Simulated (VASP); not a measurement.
# S: single point with PBE

Crystal: S.

```
S
1.0
     5.38300    3.10788    1.40833
    -5.38300    3.10788    1.40833
     0.00000   -6.21575    1.40833
S
6
Direct
  0.58450 0.35100 0.24650
  0.24650 0.58450 0.35100
  0.35100 0.24650 0.58450
  0.41550 0.64900 0.75350
  0.75350 0.41550 0.64900
  0.64900 0.75350 0.41550
```

```
Program                : VASP 6.6.1
Task                   : single point
Functional             : PBE
Potentials or basis    : VASP PAW PBE potentials, release 64 (S)
Cutoff                 : 520 eV
k mesh                 : 6 × 6 × 6
Occupations            : gaussian, width 0.1 eV
Spin                   : no spin polarisation
Dipole correction      : no
Further INCAR settings : ALGO = Normal; EDIFF = 1e-07; NBANDS = 27
```

The pressure is 1.8 GPa and the largest force is 0.103 eV/Å. The band gap on the k mesh is 2.01 eV (least direct gap 2.09 eV).

Forces on the atoms (eV/Å):
```
S    0.057  0.085 -0.010
S   -0.102  0.007 -0.010
S    0.045 -0.092 -0.010
S   -0.057 -0.085  0.010
S    0.102 -0.007  0.010
S   -0.045  0.092  0.010
```

Stress tensor (GPa, compression positive):
```
1.86 0.00 0.00
0.00 1.86 0.00
0.00 0.00 1.75
```

Levels at points of the mesh, in eV from the valence-band top:
```tsv
k point	band 14	band 15	band 16	band 17	band 18	band 19	band 20	band 21	band 22	band 23
(0.00, 0.00, 0.00)	-1.27	-1.00	-1.00	-0.89	-0.89	2.28	2.28	3.32	3.32	3.68
(0.50, 0.00, 0.00)	-1.63	-1.31	-1.12	-0.77	-0.21	2.40	2.76	2.94	3.72	3.90
(0.50, 0.50, 0.00)	-1.52	-1.35	-1.22	-1.09	-0.71	2.16	2.74	3.22	3.25	3.93
(0.50, 0.50, 0.50)	-1.74	-1.74	-1.24	-1.24	0.00	2.09	2.09	2.73	3.99	4.76
```

Run time: 2.9 min on 1 thread of Intel(R) Xeon(R) Platinum 8488C (Sapphire Rapids), on a shared host, peak memory 0.34 GiB.

Caveat: this functional lacks dispersion, which holds the molecules together, so the pressure and a relaxed volume are unreliable. A k mesh can miss the band edges.
